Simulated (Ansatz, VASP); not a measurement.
Two plane-wave programs on Ni2Pt

```xyz
6
Lattice="2.6724 0.0000 0.0000 -1.3362 2.3143 0.0000 0.0000 0.0000 12.4970" Properties=species:S:1:pos:R:3 pbc="T T T"
Ni    0.0000    1.5429    0.0000
Ni    1.3362    0.7714    1.9160
Ni    1.3362    0.7714    6.2485
Ni    1.3362    0.7714   10.5810
Pt    0.0000    1.5429    4.0849
Pt    0.0000    1.5429    8.4121
```

Alike in both runs: functional PBE; k mesh 18 × 18 × 4; occupations gaussian, width 0.1 eV; collinear spin.

Ansatz relaxed the structure, and its values are those at the end. VASP's run is a single point on that final structure, the one shown.

|  | VASP | Ansatz |
| --- | --- | --- |
| version | VASP 6.6.1 | Ansatz 0.2.0 |
| potentials or method | VASP PAW PBE potentials, release 64 (Ni, Pt), cutoff 520 eV | scalar-relativistic, plane waves, PAW |
| valence electrons in the cell | 60 | 108 |

|  | VASP | Ansatz | Ansatz less VASP |
| --- | --- | --- | --- |
| gap on the k mesh at the Fermi level (eV) | none | none | - |
| pressure (GPa) | -0.2 | 0.0 | +0.18 |
| rms of the force components (eV/Å) | 0.004 | 0.000 | -0.0033 |
| net moment per atom (μB) | 0.56 | 0.58 | +0.014 |
| size of the moment on the site where the two differ most (μB) | 0.71 | 0.77 | +0.054 |

Site moments also hang on the region over which each program counts them. A gap of «none» marks a metal or a gap that the smearing closes. The functional is the same, so the differences come from potentials, cutoffs and numerics. VASP's potentials hold 60 valence electrons a cell and Ansatz's 108, so a difference there can come from the potentials and not from the codes.

Spin-orbit coupling is off throughout.
